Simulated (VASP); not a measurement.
A run of VASP 6.6.1 is set up as follows.

File INCAR:

```
ALGO     = Normal         # electronic algorithm
EDIFF    = 1E-6           # SCF threshold, eV
ENCUT    = 520            # plane-wave cutoff, eV
GGA      = PE             # functional
ISIF     = 2              # what is computed and relaxed
ISMEAR   = 0              # smearing method
LASPH    = T              # aspherical terms in the spheres
LCHARG   = F              # write CHGCAR
LREAL    = F              # projectors in reciprocal space
LWAVE    = F              # write WAVECAR
NBANDS   = 45             # bands
NELM     = 80             # most SCF steps
PREC     = Accurate       # precision mode
SIGMA    = 0.1            # smearing width, eV
```

The input KPOINTS:

```
k-points
0
Gamma
  6 6 2
```

POSCAR

```
TiW3C4
1.0
    3.4634270500      0.0000000000      0.0000000000
    0.0000000000      3.4634270500      0.0000000000
    0.0000000000      0.0000000000      9.7960510100
Ti W C
1 3 4
Direct
    0.0000000000      0.0000000000      0.0000000000
    0.5000000000      0.5000000000      0.2500000000
    0.0000000000      0.0000000000      0.5000000000
    0.5000000000      0.5000000000      0.7500000000
    0.0000000000      0.0000000000      0.2500000000
    0.5000000000      0.5000000000      0.5000000000
    0.0000000000      0.0000000000      0.7500000000
    0.5000000000      0.5000000000      0.0000000000
```

Potentials or basis: VASP PAW PBE potentials, release 64 (Ti_sv, W_sv, C).

Launch:

```sh
$ cat potpaw_PBE.64/Ti_sv/POTCAR potpaw_PBE.64/W_sv/POTCAR potpaw_PBE.64/C/POTCAR > POTCAR
$ mpirun -np 1 vasp_std > vasp.out
```

Q: Predict the band gap on the k mesh.

A: Zero (band 35 reaches 7.99 eV, above the bottom of band 36 at 6.38 eV).

Q: Predict the largest force.

A: 0.432 eV/Å.

Q: Predict the pressure.

A: -55.1 GPa.

Forces on the atoms (eV/Å):
```
Ti   0.000  0.000  0.000
W    0.000  0.000 -0.261
W    0.000  0.000  0.000
W    0.000  0.000  0.261
C    0.000  0.000  0.432
C    0.000  0.000  0.000
C    0.000  0.000 -0.432
C    0.000  0.000  0.000
```

Caveat: spin-orbit coupling is left out, which moves the levels of the heavy elements.
